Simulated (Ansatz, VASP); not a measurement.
Two plane-wave programs on Si7Ge

Contents of INCAR:

```
SYSTEM = Si7Ge
PREC = Accurate
ENCUT = 520
EDIFF = 1E-7
ISMEAR = 0
SIGMA = 0.03
LREAL = .False.
LASPH = .True.
NELM = 100
ALGO = Normal
ISIF = 2
LWAVE = .False.
LCHARG = .True.
GGA = PS
LELF = .True.
LVHAR = .True.
NBANDS = 31
```

The input KPOINTS:

```
regular mesh
0
Gamma
  8 8 8
  0 0 0
```

The input POSCAR:

```
Si7Ge
1.0
    5.4731814936      0.0000000000      0.0000000000
    0.0000000000      5.4731814936      0.0000000000
    0.0000000000      0.0000000000      4.8514280760
Si Ge
7 1
Direct
    0.2525986838      0.2525986838      0.2525986838
    0.0000000000      0.5000000000      0.5000000000
    0.5000000000      0.5000000000      0.0000000000
    0.5000000000      0.0000000000      0.5000000000
    0.7474013162      0.2525986838      0.7474013162
    0.7474013162      0.7474013162      0.2525986838
    0.2525986838      0.7474013162      0.7474013162
    0.0000000000      0.0000000000      0.0000000000
```

Input for Ansatz:

```yaml
crystal:
  lattice:
    - [5.4731814936, 0.0, 0.0]
    - [0.0, 5.4731814936, 0.0]
    - [0.0, 0.0, 4.851428076]
  atoms:
    - { symbol: Si, position: [0.2525986838, 0.2525986838, 0.2525986838] }
    - { symbol: Si, position: [0.0, 0.5, 0.5] }
    - { symbol: Si, position: [0.5, 0.5, 0.0] }
    - { symbol: Si, position: [0.5, 0.0, 0.5] }
    - { symbol: Si, position: [0.7474013162, 0.2525986838, 0.7474013162] }
    - { symbol: Si, position: [0.7474013162, 0.7474013162, 0.2525986838] }
    - { symbol: Si, position: [0.2525986838, 0.7474013162, 0.7474013162] }
    - { symbol: Ge, position: [0.0, 0.0, 0.0] }
basis:
  ecutwfc: 420
kpoints:
  mp_grid: { grid: [8, 8, 8] }
hamiltonian:
  xc: pbesol
  pseudopotentials: { kind: paw, azcp: { folder: soft_1 } }
scf:
  occupations: { method: gaussian, width: 0.03 }
output:
  forces: true
  stress: true
  eigenvalues: true
```

Alike in both runs: task single point; functional PBEsol; k mesh 8 × 8 × 8; occupations gaussian, width 0.03 eV; no spin polarisation.

```csv
,VASP,Ansatz
version,VASP 6.6.1,Ansatz 0.2.0
potentials or method,"VASP PAW PBE potentials, release 64 (Si, Ge_d), cutoff 520 eV","scalar-relativistic, plane waves, PAW"
valence electrons in the cell,42,42
```

```csv
,VASP,Ansatz,Ansatz less VASP
gap on the k mesh at the Fermi level (eV),none,none,-
pressure (GPa),12.1,12.0,-0.10
"traceless stress, the component that is largest in VASP (GPa)",4.47,4.49,+0.020
rms of the force components (eV/Å),0.027,0.029,+0.0015
```

VASP's potentials were made for PBE, not for PBEsol, and Ansatz warns of the same on its side. Atom by atom the forces differ by 0.004 eV/Å (rms over components). A gap of «none» marks a metal or a gap that the smearing closes. With one functional, cell and mesh, what is left measures potentials, basis and numerics.
